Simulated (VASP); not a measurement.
# CsCdCl3 (Pm-3m) in VASP: further runs

CsCdCl3 is run at these levels: LDA; tasks: single point.

All numbers are computed with VASP 6.6.1; they aren't measurements. Logs are shortened: lines on timing, memory, paths and dates and some standing lists are left out, and cuts for length are marked.

## 1. The cell of the first run

It takes space group Pm-3m (No. 221, cubic). Conventional cell: a = 4.899 Å, b = 4.899 Å, c = 4.899 Å, α = 90.00°, β = 90.00°, γ = 90.00°. Cs (site symmetry m-3m) has 12 Cl at 3.46 Å and 8 Cd at 4.24 Å within 4.6 Å. Within 3.2 Å of Cd (site symmetry m-3m) lie 6 Cl at 2.45 Å. Within 3.2 Å of Cl (site symmetry 4/mmm) lie 2 Cd at 2.45 Å.

## 2. Single point, LDA (23.51 Å³/atom)

INCAR reads:

```
PREC     = Accurate       # precision mode
ENCUT    = 520            # plane-wave cutoff, eV
EDIFF    = 1E-6           # SCF threshold, eV
ISMEAR   = 0              # smearing method
SIGMA    = 0.02           # smearing width, eV
LREAL    = F              # projectors in reciprocal space
LASPH    = T              # aspherical terms in the spheres
NELM     = 60             # most SCF steps
ALGO     = Normal         # electronic algorithm
ISIF     = 2              # what is computed and relaxed
LWAVE    = F              # write WAVECAR
LCHARG   = F              # write CHGCAR
GGA      = CA             # functional
NBANDS   = 29             # bands
```

KPOINTS reads:

```
Automatic mesh
0
Gamma
  6 6 6
```

POSCAR reads:

```
CsCdCl3
1.0
    4.8989131066      0.0000000000      0.0000000000
    0.0000000000      4.8989131066      0.0000000000
    0.0000000000      0.0000000000      4.8989131066
Cs Cd Cl
1 1 3
Direct
    0.0000000000      0.0000000000      0.0000000000
    0.5000000000      0.5000000000      0.5000000000
    0.0000000000      0.5000000000      0.5000000000
    0.5000000000      0.0000000000      0.5000000000
    0.5000000000      0.5000000000      0.0000000000
```

Potentials or basis: VASP PAW LDA potentials, release 64 (Cs_sv, Cd, Cl).

The run is started by

```bash
> cat potpaw_LDA.64/Cs_sv/POTCAR potpaw_LDA.64/Cd/POTCAR potpaw_LDA.64/Cl/POTCAR > POTCAR
> mpirun -np 1 vasp_std > vasp.out
```

OUTCAR:

```text
PREC = Accurate
   ENCUT = 520
   EDIFF = 1E-6
   ISMEAR = 0
   LREAL = F
   LASPH = T
   NELM = 60
   ISIF = 2
   GGA = CA

 ion  position               nearest neighbor table
   1  0.000  0.000  0.000-
   2  0.500  0.500  0.500-   3 2.45   4 2.45   5 2.45   5 2.45   4 2.45   3 2.45
   3  0.000  0.500  0.500-   2 2.45   2 2.45
   4  0.500  0.000  0.500-   2 2.45   2 2.45
   5  0.500  0.500  0.000-   2 2.45   2 2.45

  LATTYP: Found a simple cubic cell.
 ALAT       =     4.8989131066

  Lattice vectors:

 A1 = (   4.8989131066,   0.0000000000,   0.0000000000)
 A2 = (   0.0000000000,   4.8989131066,   0.0000000000)
 A3 = (   0.0000000000,   0.0000000000,   4.8989131066)

Analysis of symmetry for initial positions (statically):
=====================================================================
 Subroutine PRICEL returns:
 Original cell was already a primitive cell.

 Routine SETGRP: Setting up the symmetry group for a
 simple cubic supercell.

 Subroutine GETGRP returns: Found 48 space group operations
 (whereof 48 operations were pure point group operations)
 out of a pool of 48 trial point group operations.

The static configuration has the point symmetry O_h .

Analysis of symmetry for dynamics (positions and initial velocities):
=====================================================================
 Subroutine PRICEL returns:
 Original cell was already a primitive cell.

 Routine SETGRP: Setting up the symmetry group for a
 simple cubic supercell.

 Subroutine GETGRP returns: Found 48 space group operations
 (whereof 48 operations were pure point group operations)
 out of a pool of 48 trial point group operations.

The dynamic configuration has the point symmetry O_h .

 Subroutine INISYM returns: Found 48 space group operations
 (whereof 48 operations are pure point group operations),
 and found     1 'primitive' translations

----------------------------------------------------------------------------------------

                                     Primitive cell

  volume of cell :     117.5707

  direct lattice vectors                    reciprocal lattice vectors
     4.898913107  0.000000000  0.000000000     0.204126911  0.000000000  0.000000000
     0.000000000  4.898913107  0.000000000     0.000000000  0.204126911  0.000000000
     0.000000000  0.000000000  4.898913107     0.000000000  0.000000000  0.204126911

  length of vectors
     4.898913107  4.898913107  4.898913107     0.204126911  0.204126911  0.204126911

  position of ions in fractional coordinates (direct lattice)
     0.000000000  0.000000000  0.000000000
     0.500000000  0.500000000  0.500000000
     0.000000000  0.500000000  0.500000000
     0.500000000  0.000000000  0.500000000
     0.500000000  0.500000000  0.000000000

  ion indices of the primitive-cell ions
   primitive index   ion index
                 1           1
                 2           2
                 3           3
                 4           4
                 5           5

----------------------------------------------------------------------------------------

 KPOINTS: Automatic mesh

Automatic generation of k-mesh.
 Grid dimensions read from file:
 generate k-points for:    6    6    6

 Generating k-lattice:

  Cartesian coordinates                     Fractional coordinates (reciprocal lattice)
     0.034021152  0.000000000  0.000000000     0.166666667  0.000000000  0.000000000
     0.000000000  0.034021152  0.000000000     0.000000000  0.166666667  0.000000000
     0.000000000  0.000000000  0.034021152     0.000000000  0.000000000  0.166666667

  Length of vectors
     0.034021152  0.034021152  0.034021152

  Shift w.r.t. Gamma in fractional coordinates (k-lattice)
     0.000000000  0.000000000  0.000000000

 Subroutine IBZKPT returns following result:
 ===========================================

 Found     20 irreducible k-points:

 Following reciprocal coordinates:
            Coordinates               Weight
  0.000000  0.000000  0.000000      1.000000
  0.166667  0.000000  0.000000      6.000000
  0.333333  0.000000  0.000000      6.000000
  0.500000  0.000000  0.000000      3.000000
  0.166667  0.166667  0.000000     12.000000
  0.333333  0.166667  0.000000     24.000000
[... 12 lines left out ...]
  0.500000  0.500000  0.333333      6.000000
  0.500000  0.500000  0.500000      1.000000
   k-points           NKPTS =     20   k-points in BZ     NKDIM =     20   number of bands    NBANDS=     29
   number of dos      NEDOS =    301   number of ions     NIONS =      5
   total plane-waves  NPLWV =  46656
   dimension x,y,z NGX =    36 NGY =   36 NGZ =   36
   dimension x,y,z NGXF=    72 NGYF=   72 NGZF=   72
   ions per type =               1   1   3
   NGX,Y,Z   is equivalent  to a cutoff of  12.22, 12.22, 12.22 a.u.
   NGXF,Y,Z  is equivalent  to a cutoff of  24.43, 24.43, 24.43 a.u.
 SYSTEM =  unknown system
   PREC   = accura    normal or accurate (medium, high low for compatibility)
   ISTART =      0    job   : 0-new  1-cont  2-samecut
   ICHARG =      2    charge: 1-file 2-atom 10-const
   ISPIN  =      1    spin polarized calculation?
   LNONCOLLINEAR =      F non collinear calculations
   LSORBIT =      F    spin-orbit coupling
   LASPH  =      T    aspherical Exc in radial PAW
   ENCUT  =  520.0 eV  38.22 Ry    6.18 a.u.   9.11  9.11  9.11*2*pi/ulx,y,z
   NELM   =     60;   NELMIN=  2; NELMDL= -5     # of ELM steps
   EDIFF  = 0.1E-05   stopping-criterion for ELM
   LREAL  =      F    real-space projection
   EDIFFG = 0.1E-04   stopping-criterion for IOM
   NSW    =      0    number of steps for IOM
   IBRION =     -1    ionic relax: 0-MD 1-quasi-New 2-CG
   NFREE  =      0    steps in history (QN), initial steepest desc. (CG)
   ISIF   =      2    stress and relaxation
   ISYM   =      2    0-nonsym 1-usesym 2-fastsym
   POTIM  = 0.5000    time-step for ionic-motion
   TEBEG  =    0.0;   TEEND  =   0.0 temperature during run
   PSTRESS=    0.0 pullay stress
   NELECT =      42.0000    total number of electrons
   NUPDOWN=      -1.0000    fix difference up-down
   EMIN   =  10.00;   EMAX   =-10.00  energy-range for DOS
   EFERMI =   0.00;   METHOD = LEGACY
   ISMEAR =     0;   SIGMA  =   0.02  broadening in eV -4-tet -1-fermi 0-gaus
   EFERMI_NEDOS =   21; number of points for ismear=-14 and -15
   IALGO  =     38    algorithm
   IMIX   =      4    mixing-type and parameters
     AMIX     =   0.40;   BMIX     =  1.00
     AMIX_MAG =   1.60;   BMIX_MAG =  1.00
  volume/ion in A,a.u.               =      23.51       158.68
  Fermi-wavevector in a.u.,A,eV,Ry     =   1.161604  2.195114 18.358673  1.349324
  Thomas-Fermi vector in A             =   2.298174
   LORBIT       =      0    0 simple, 1 ext, 2 COOP (PROOUT), +10 PAW based schemes
   GGA     = CA    functional components
   LHFCALC =     F    Hartree Fock is set to
   AEXX    =    0.0000 exact exchange contribution
   IVDW    =     0    specifies the selected vdW correction
   LEPSILON=     F    determine dielectric tensor
   LRPA    =     F    only Hartree local field effects (RPA)
 non-spin polarized calculation
 Gauss-broadening in eV      SIGMA  =   0.02
  energy-cutoff  :      520.00
  volume of cell :      117.57
 maximum number of plane-waves:      3188
   NGX = 19   NGY = 19   NGZ = 19

 number of electron      41.9999995 magnetization

 Free energy of the ion-electron system (eV)
  ---------------------------------------------------
  ext. energy  EPLUGINS =         0.00000000
  ---------------------------------------------------
  free energy    TOTEN  =       -16.46050992 eV

  energy without entropy =      -16.46050992  energy(sigma->0) =      -16.46050992

 E-fermi :   1.9697     XC(G=0):  -9.9619

 val. band max:        1.8038554914   @ k =   0.5000   0.5000   0.5000
 cond. band min:       3.5851790036   @ k =   0.0000   0.0000   0.0000
 fundamental gap:      1.7813235122
 Fermi energy:         1.9697326534

 k-point     1 :       0.0000    0.0000    0.0000
  band No.  band energies     occupation
      1     -17.5502      2.00000
      2     -12.9564      2.00000
      3     -12.1672      2.00000
      4     -12.1672      2.00000
      5      -5.3490      2.00000
      6      -5.3490      2.00000
[... 21 lines left out ...]
     28       8.3401      0.00000
     29      12.7858      0.00000

 k-point     2 :       0.1667    0.0000    0.0000
  band No.  band energies     occupation
      1     -17.5423      2.00000
      2     -12.9170      2.00000
      3     -12.1791      2.00000
      4     -12.1642      2.00000
      5      -5.3935      2.00000
      6      -5.3935      2.00000
[... 21 lines left out ...]
     28       8.7207      0.00000
     29      12.1581      0.00000

 k-point     3 :       0.3333    0.0000    0.0000
  band No.  band energies     occupation
      1     -17.5263      2.00000
      2     -12.8406      2.00000
      3     -12.1946      2.00000
      4     -12.1580      2.00000
      5      -5.9383      2.00000
      6      -5.4664      2.00000
[... 21 lines left out ...]
     28       9.6962      0.00000
     29      11.1843      0.00000

 k-point     4 :       0.5000    0.0000    0.0000
  band No.  band energies     occupation
      1     -17.5183      2.00000
      2     -12.8051      2.00000
      3     -12.1965      2.00000
      4     -12.1549      2.00000
      5      -6.2038      2.00000
      6      -5.4978      2.00000
[... 469 lines left out ...]
     28      10.2280      0.00000
     29      10.8534      0.00000

 k-point    19 :       0.5000    0.5000    0.3333
  band No.  band energies     occupation
      1     -17.4858      2.00000
      2     -12.2719      2.00000
      3     -12.2086      2.00000
      4     -12.2086      2.00000
      5      -6.3289      2.00000
      6      -6.1838      2.00000
[... 21 lines left out ...]
     28      10.2162      0.00000
     29      10.3816      0.00000

 k-point    20 :       0.5000    0.5000    0.5000
  band No.  band energies     occupation
      1     -17.4822      2.00000
      2     -12.1992      2.00000
      3     -12.1992      2.00000
      4     -12.1992      2.00000
      5      -6.3283      2.00000
      6      -6.3283      2.00000
[... 21 lines left out ...]
     28      10.1226      0.00000
     29      10.8120      0.00000

------------------------ aborting loop because EDIFF is reached ----------------------------------------

  FORCE on cell =-STRESS in cart. coord.  units (eV):
  Direction    XX          YY          ZZ          XY          YZ          ZX
  --------------------------------------------------------------------------------------
  -------------------------------------------------------------------------------------
  Total        5.9103350      5.9103350      5.9103350     -0.0000000      0.0000000      0.0000000
  in kB       80.5421964     80.5421964     80.5421964     -0.0000000      0.0000000      0.0000000
  external PRESSURE =      80.5421964 kB  Pullay stress =       0.0000000 kB

 VOLUME and BASIS-vectors are now :
 -----------------------------------------------------------------------------
  energy-cutoff  :      520.00
  volume of cell :      117.57
      direct lattice vectors                 reciprocal lattice vectors
     4.898913107  0.000000000  0.000000000     0.204126911  0.000000000  0.000000000
     0.000000000  4.898913107  0.000000000     0.000000000  0.204126911  0.000000000
     0.000000000  0.000000000  4.898913107     0.000000000  0.000000000  0.204126911

 POSITION                                       TOTAL-FORCE (eV/Angst)
 -----------------------------------------------------------------------------------
      0.00000      0.00000      0.00000         0.000000      0.000000      0.000000
      2.44946      2.44946      2.44946         0.000000      0.000000      0.000000
      0.00000      2.44946      2.44946         0.000000      0.000000      0.000000
      2.44946      0.00000      2.44946         0.000000      0.000000      0.000000
      2.44946      2.44946      0.00000         0.000000      0.000000      0.000000
 -----------------------------------------------------------------------------------
    total drift:                                0.000000      0.000000      0.000000

  FREE ENERGIE OF THE ION-ELECTRON SYSTEM (eV)
  ---------------------------------------------------
  free  energy   TOTEN  =       -16.4605099158 eV

  energy  without entropy=      -16.4605099158  energy(sigma->0) =      -16.46050992
```

It took 69 s on 1 thread of Intel Xeon 8259CL, shared host; peak memory 0.21 GiB.

Results:

- Free energy: -16.4605 eV
- Pressure: 8.1 GPa
- Band gap on the k mesh: 1.78 eV (least direct gap 2.92 eV)

Caveat: the cell stands under pressure; spin-orbit coupling is left out, which moves the levels of the heavy elements.

## 3. Single point, LDA (24.32 Å³/atom)

This run uses another cell than the first one, of 24.32 Å³/atom.

INCAR reads:

```
SYSTEM = CsCdCl3
  PREC = Accurate
  ENCUT = 520
  EDIFF = 1E-7
  ISMEAR = 0
  SIGMA = 0.02
  LREAL = .FALSE.
  LASPH = .TRUE.
  NELM = 100
  ALGO = Normal
  ISIF = 2
  LWAVE = .FALSE.
  LCHARG = .TRUE.
  GGA = CA
  LELF = .TRUE.
  LVHAR = .TRUE.
  NBANDS = 29
```

KPOINTS reads:

```
Automatic mesh
0
G
  6 6 6
  0 0 0
```

Edit POSCAR of step 2 so:

```diff
@@ -2,5 +2,5 @@
 1.0
-    4.8989131066      0.0000000000      0.0000000000
-    0.0000000000      4.8989131066      0.0000000000
-    0.0000000000      0.0000000000      4.8989131066
+    4.9539616817      0.0000000000      0.0000000000
+    0.0000000000      4.9539616817      0.0000000000
+    0.0000000000      0.0000000000      4.9539616817
 Cs Cd Cl
```

Potentials or basis: VASP PAW LDA potentials, release 64 (Cs_sv, Cd, Cl).

The run is started by

```bash
> cat potpaw_LDA.64/Cs_sv/POTCAR potpaw_LDA.64/Cd/POTCAR potpaw_LDA.64/Cl/POTCAR > POTCAR
> mpirun -np 1 vasp_std > vasp.out
```

Run time: 1.7 min. Hardware: 1 thread of Intel Xeon 8259CL, shared host; peak memory 0.24 GiB.

The run converged. Its results:

```
Free energy            : -16.6314 eV
Pressure               : 5.6 GPa
Band gap on the k mesh : 1.75 eV (least direct gap 2.77 eV)
```

Levels at points of the mesh, in eV from the valence-band top:
| k point | band 18 | band 19 | band 20 | band 21 | band 22 | band 23 | band 24 | band 25 |
| --- | --- | --- | --- | --- | --- | --- | --- | --- |
| (0.00, 0.00, 0.00) | -1.56 | -1.02 | -1.02 | -1.02 | 1.75 | 5.27 | 5.27 | 5.53 |
| (0.50, 0.00, 0.00) | -1.45 | -1.45 | -1.44 | -1.44 | 4.90 | 6.85 | 6.94 | 7.31 |
| (0.50, 0.50, 0.00) | -1.62 | -1.62 | -0.76 | -0.01 | 6.96 | 7.12 | 7.12 | 7.50 |
| (0.50, 0.50, 0.50) | -0.73 | -0.73 | 0.00 | 0.00 | 5.44 | 5.44 | 5.44 | 7.11 |

Caveat: the cell stands under pressure; spin-orbit coupling is left out, which moves the levels of the heavy elements.

## 4. Single point, LDA (25.12 Å³/atom)

This run uses another cell than the first one, of 25.12 Å³/atom.

INCAR reads:

```
SYSTEM = CsCdCl3
ALGO = Normal ; EDIFF = 1E-6
ENCUT = 520 ; GGA = CA
ISIF = 2 ; ISMEAR = 0
LASPH = .TRUE. ; LCHARG = .TRUE.
LELF = .TRUE. ; LREAL = .FALSE.
LVHAR = .TRUE. ; LWAVE = .FALSE.
NBANDS = 29 ; NELM = 80
PREC = Accurate ; SIGMA = 0.02
```

KPOINTS reads:

```
k-points
0
G
  6 6 6
  0 0 0
```

Edit POSCAR of step 3 so:

```diff
@@ -2,5 +2,5 @@
 1.0
-    4.9539616817      0.0000000000      0.0000000000
-    0.0000000000      4.9539616817      0.0000000000
-    0.0000000000      0.0000000000      4.9539616817
+    5.0078133103      0.0000000000      0.0000000000
+    0.0000000000      5.0078133103      0.0000000000
+    0.0000000000      0.0000000000      5.0078133103
 Cs Cd Cl
```

The run is started by

```bash
> cat potpaw_LDA.64/Cs_sv/POTCAR potpaw_LDA.64/Cd/POTCAR potpaw_LDA.64/Cl/POTCAR > POTCAR
> mpirun -np 1 vasp_std > vasp.out
```

It took 82 s on 1 thread of Intel Xeon 8259CL, shared host; peak memory 0.24 GiB.

It converged, with:

* Free energy: -16.7454 eV
* Pressure: 3.5 GPa
* Band gap on the k mesh: 1.71 eV (least direct gap 2.62 eV)

Levels at points of the mesh, in eV from the valence-band top:
```csv
k point,band 17,band 18,band 19,band 20,band 21,band 22,band 23,band 24,band 25,band 26
"(0.00, 0.00, 0.00)",-1.40,-1.40,-0.91,-0.91,-0.91,1.71,5.42,5.42,5.54,6.81
"(0.50, 0.00, 0.00)",-1.70,-1.31,-1.31,-1.31,-1.31,4.76,6.89,7.01,7.42,7.98
"(0.50, 0.50, 0.00)",-1.62,-1.49,-1.49,-0.64,-0.01,6.78,7.12,7.12,7.53,7.90
"(0.50, 0.50, 0.50)",-0.61,-0.61,-0.61,0.00,0.00,5.50,5.50,5.50,7.16,8.42
```

Caveat: the cell stands under pressure; spin-orbit coupling is left out, which moves the levels of the heavy elements. Expect the measured gap to be larger: semilocal functionals such as LDA lack the derivative discontinuity.

(Part 1 of 2 ends here.)
